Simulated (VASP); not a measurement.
Wanted: the native input for a VASP 6.6.1 run.

| Quantity | Value |
| --- | --- |
| Task | single point |
| Functional | PBE |
| Potentials or basis | VASP PAW PBE potentials, release 64 (Al, B, As) |
| Cutoff | 520 eV |
| k mesh | 18 × 18 × 18 |
| Occupations | gaussian, width 0.1 eV |
| Spin | no spin polarisation |
| Dipole correction | no |
| Further INCAR settings | ALGO = Normal; EDIFF = 1e-06; NBANDS = 16 |

The structure of AlBAs2 lies in POSCAR:

```
AlBAs2
1.0
    1.5660133469      0.9041382274      7.8107964464
   -1.5660133469      0.9041382274      7.8107964464
    0.0000000000     -1.8082764547      7.8107964464
Al B As
1 1 2
Direct
    0.0000000000      0.0000000000      0.0000000000
    0.5000000000      0.5000000000      0.5000000000
    0.8879527793      0.8879527793      0.8879527793
    0.1120472207      0.1120472207      0.1120472207
```

The cell was built from a structure type or drawn by symmetry, and may not be a known phase.

One way to write it, as run:

INCAR

```
  ALGO = Normal
  EDIFF = 1E-6
  ENCUT = 520
  GGA = PE
  ISIF = 2
  ISMEAR = 0
  LASPH = T
  LCHARG = F
  LREAL = F
  LWAVE = F
  NBANDS = 16
  NELM = 60
  PREC = Accurate
  SIGMA = 0.1
```

KPOINTS

```
k-points
0
Gamma
  18 18 18
```

Potentials or basis: VASP PAW PBE potentials, release 64 (Al, B, As).

Launch:

```sh
$ cat potpaw_PBE.64/Al/POTCAR potpaw_PBE.64/B/POTCAR potpaw_PBE.64/As/POTCAR > POTCAR
$ mpirun -np 1 vasp_std > vasp.out
```

It gave:

- Pressure: 0.2 GPa
- Largest force: 0.027 eV/Å
- Band gap on the k mesh: zero (bands 8 and 9 overlap by 4.04 eV)

It took 26 min on 1 thread of Intel(R) Xeon(R) Platinum 8559C (Emerald Rapids) (shared host), peak memory 0.98 GiB.
